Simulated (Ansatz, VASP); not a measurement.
**CsH in VASP and in Ansatz**

```
Cs H
1.0
     0.00000    3.16660    3.16660
     3.16660    0.00000    3.16660
     3.16660    3.16660    0.00000
Cs H
1 1
Direct
  0.00000 0.00000 0.00000
  0.50000 0.50000 0.50000
```

Alike in both runs: task relaxation of the atoms; functional r2SCAN; k mesh 8 × 8 × 8; occupations fermi-dirac, width 0.02 eV; no spin polarisation.

```csv
,VASP,Ansatz
version,VASP 6.6.1,Ansatz 0.2.0
potentials or method,"VASP PAW PBE potentials, release 64 (Cs_sv, H), cutoff 520 eV",PAW plane waves
valence electrons in the cell,10,10
```

|  | VASP | Ansatz | Ansatz less VASP |
| --- | --- | --- | --- |
| gap on the k mesh at the Fermi level, each at its own relaxed structure (eV) | 2.64 | 2.66 | +0.017 |

VASP's potentials were made for PBE, not for r2SCAN. Ansatz's warnings: stress scf threshold loose.

Spin-orbit coupling is off throughout. Noted on VASP's run: the relaxation stopped at its first step, so nothing moved.
